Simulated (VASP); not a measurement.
## Mo: single point with LDA

Mo, a slab with vacuum:

```
CELL_PARAMETERS angstrom
3.11120 0.00000 0.00000
0.00000 3.11120 0.00000
0.00000 0.00000 22.22240
ATOMIC_POSITIONS crystal
Mo 0.00000 0.00000 0.36669
Mo 0.50000 0.50000 0.42859
Mo 0.00000 0.00000 0.50000
Mo 0.50000 0.50000 0.57141
Mo 0.00000 0.00000 0.63331
```

- Program: VASP 6.6.1
- Task: single point
- Functional: LDA
- Potentials or basis: VASP PAW LDA potentials, release 64 (Mo_sv)
- Cutoff: 520 eV
- k mesh: 11 × 11 × 1
- Occupations: fermi-dirac, width 0.08 eV
- Spin: no spin polarisation
- Dipole correction: no
- Further INCAR settings: ALGO = Normal; EDIFF = 1e-07; NBANDS = 43

```json
{
 "Largest force": "0.084 eV/Å",
 "Band gap on the k mesh": "zero (bands 35 and 36 overlap by 1.65 eV)"
}
```

Forces in eV/Å, atoms in the order of the input:
```
Mo   0.000  0.000 -0.084
Mo   0.000  0.000  0.011
Mo   0.000  0.000  0.000
Mo   0.000  0.000 -0.011
Mo   0.000  0.000  0.084
```

Levels at points of the mesh, in eV from the Fermi level:
| k point | band 32 | band 33 | band 34 | band 35 | band 36 | band 37 | band 38 | band 39 |
| --- | --- | --- | --- | --- | --- | --- | --- | --- |
| (0.00, 0.00, 0.00) | -0.83 | -0.83 | -0.63 | -0.14 | -0.14 | -0.08 | -0.07 | 0.00 |

Run time: 3 min on 1 thread of AMD EPYC 9R45 96-Core Processor (Zen 5), on a shared host, peak memory 0.28 GiB.
